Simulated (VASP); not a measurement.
A run of VASP 6.6.1 is set up as follows.

File INCAR:

```
SYSTEM = Si3N
ALGO = Normal
DIPOL = 0.5 0.5 0.321
EDIFF = 1E-6
ENCUT = 520
GGA = PE
IDIPOL = 3
ISIF = 2
ISMEAR = 0
IVDW = 12
LASPH = .True.
LCHARG = .False.
LDIPOL = .True.
LREAL = .False.
LWAVE = .False.
NBANDS = 27
NELM = 100
PREC = Accurate
SIGMA = 0.05
```

The input KPOINTS:

```
k-points
0
Gamma
  7 5 1
  0 0 0
```

File POSCAR:

```
Si3N
1.0
    3.8333442755      0.0000000000      0.0000000000
    0.0000000000      5.4211674636      0.0000000000
    0.0000000000      0.0000000000     22.4877586337
Si N
6 2
Direct
    0.5000000000      0.0000000000      0.1778745523
    0.0000000000      0.2500000000      0.1778745523
    0.0000000000      0.5038839981      0.2608672216
    0.5000000000      0.7461160019      0.2608672216
    0.5000000000      0.0086033066      0.3418641564
    0.0000000000      0.2413966934      0.3418641564
    1.0000000000      0.0086033066      0.4797169344
    1.0000000000      0.0086033066      0.5286324363
```

Potentials or basis: VASP PAW PBE potentials, release 64 (Si, N).

The run is started by

```sh
$ cat potpaw_PBE.64/Si/POTCAR potpaw_PBE.64/N/POTCAR > POTCAR
$ mpirun -np 1 vasp_std > vasp.out
```

Question: Estimate the largest force.

Answer: 2.232 eV/Å.

Question: What does it give for the dispersion energy per atom?

Answer: -0.205 eV.

Forces on the atoms (eV/Å):
```
Si   0.000  0.569 -0.030
Si   0.000 -0.561 -0.048
Si   0.000 -0.102 -0.009
Si   0.000  0.087 -0.019
Si   0.000 -0.001  0.003
Si   0.000  0.048 -0.013
N    0.000 -0.052 -2.116
N    0.000  0.013  2.232
```

Caveat: the standard files for N, O and F lose accuracy on very short bonds.
